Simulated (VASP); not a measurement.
A run of VASP 6.6.1 is set up as follows.

File INCAR:

```
SYSTEM = Cd2C
PREC     = Accurate       ! precision mode
ENCUT    = 520            ! plane-wave cutoff, eV
EDIFF    = 1E-6           ! SCF threshold, eV
ISMEAR   = -1             ! smearing method
SIGMA    = 0.15           ! smearing width, eV
LREAL    = .False.        ! projectors in reciprocal space
LASPH    = .True.         ! aspherical terms in the spheres
NELM     = 60             ! most SCF steps
ALGO     = Normal         ! electronic algorithm
ISIF     = 2              ! what is computed and relaxed
LWAVE    = .False.        ! write WAVECAR
LCHARG   = .False.        ! write CHGCAR
GGA      = PE             ! functional
NBANDS   = 21             ! bands
```

Contents of KPOINTS:

```
Automatic mesh
0
Gamma
  10 10 10
  0 0 0
```

POSCAR

```
Cd2C
1.0
    0.0000000000      2.9436491030      2.9436491030
    2.9436491030      0.0000000000      2.9436491030
    2.9436491030      2.9436491030      0.0000000000
C Cd
1 2
Direct
    0.0000000000      0.0000000000      0.0000000000
    0.2500000000      0.2500000000      0.2500000000
    0.7500000000      0.7500000000      0.7500000000
```

Potentials or basis: VASP PAW PBE potentials, release 64 (C, Cd).

Run with:

```bash
$ cat potpaw_PBE.64/C/POTCAR potpaw_PBE.64/Cd/POTCAR > POTCAR
$ mpirun -np 1 vasp_std > vasp.out
```

**Question.** Predict the pressure.

**Answer.** 0.7 GPa.

**Question.** Estimate the band gap on the k mesh.

**Answer.** Zero (bands 14 and 15 overlap by 0.54 eV).
